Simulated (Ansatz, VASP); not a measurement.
## AlFe3B in VASP and in Ansatz

File INCAR:

```
PREC     = Accurate       # precision mode
ENCUT    = 520            # plane-wave cutoff, eV
EDIFF    = 1E-6           # SCF threshold, eV
ISMEAR   = -1             # smearing method
SIGMA    = 0.05           # smearing width, eV
LREAL    = False          # projectors in reciprocal space
LASPH    = True           # aspherical terms in the spheres
NELM     = 150            # most SCF steps
ALGO     = Normal         # electronic algorithm
ISIF     = 2              # what is computed and relaxed
LWAVE    = False          # write WAVECAR
LCHARG   = True           # write CHGCAR
ISPIN    = 2              # spin polarisation
MAGMOM   = 1.51 -0.2 2.24 0 0 # initial moments
LORBIT   = 11             # projections on sites
LMAXMIX  = 4              # l up to which the mixer works
GGA      = PS             # functional
LELF     = True           # ELF
LVHAR    = True         
NBANDS   = 27             # bands
```

KPOINTS

```
regular mesh
0
Gamma
  7 7 7
```

The input POSCAR:

```
AlFe3B
1.0
    3.8223220000      0.0000000000      0.0000000000
    0.0000000000      3.8223220000      0.0000000000
    0.0000000000      0.0000000000      3.8223220000
Fe Al B
3 1 1
Direct
    0.0000000000      0.0000000000      0.5000000000
    0.0000000000      0.5000000000      0.0000000000
    0.5000000000      0.0000000000      0.0000000000
    0.5000000000      0.5000000000      0.5000000000
    0.0000000000      0.0000000000      0.0000000000
```

File input.yaml:

```yaml
crystal:
  lattice:
    - [3.822322, 0.0, 0.0]
    - [0.0, 3.822322, 0.0]
    - [0.0, 0.0, 3.822322]
  atoms:
    - { symbol: Fe, position: [0.0, 0.0, 0.5], spin: 1.51 }
    - { symbol: Fe, position: [0.0, 0.5, 0.0], spin: -0.2 }
    - { symbol: Fe, position: [0.5, 0.0, 0.0], spin: 2.24 }
    - { symbol: Al, position: [0.5, 0.5, 0.5] }
    - { symbol: B, position: [0.0, 0.0, 0.0] }
hamiltonian:
  xc: pbesol
  pseudopotentials: { kind: paw }
magnetization:
  spin_polarized: true
kpoints:
  mp_grid: { grid: [7, 7, 7] }
scf:
  occupations: { method: fermi_dirac, width: 0.05 }
output:
  forces: true
  stress: true
  eigenvalues: true
  write_density: true
  write_potential: true
  elf: true
  volumetric_format: npy
```

Alike in both runs: task single point; functional PBEsol; k mesh 7 × 7 × 7; occupations fermi-dirac, width 0.05 eV; collinear spin.

|  | VASP | Ansatz |
| --- | --- | --- |
| version | VASP 6.6.1 | Ansatz 0.2.0 |
| potentials or method | VASP PAW PBE potentials, release 64 (Fe, Al, B) | Ansatz PAW |
| plane-wave cutoff (eV) | 520 | 420 |
| valence electrons in the cell | 30 | 54 |

|  | VASP | Ansatz | Ansatz less VASP |
| --- | --- | --- | --- |
| gap on the k mesh at the Fermi level (eV) | none | none | - |
| pressure (GPa) | -7.0 | -7.7 | -0.66 |
| net moment per atom (μB) | 0.82 | 0.82 | 0.000 |
| size of the moment on the site where the two differ most (μB) | 1.47 | 1.37 | -0.096 |

VASP's potentials were made for PBE, not for PBEsol. Site moments also hang on the region over which each program counts them. A gap of «none» marks a metal or a gap that the smearing closes. With one functional, cell and mesh, what is left measures potentials, basis and numerics. VASP's potentials hold 30 valence electrons a cell and Ansatz's 54, so a difference there can come from the potentials and not from the codes.
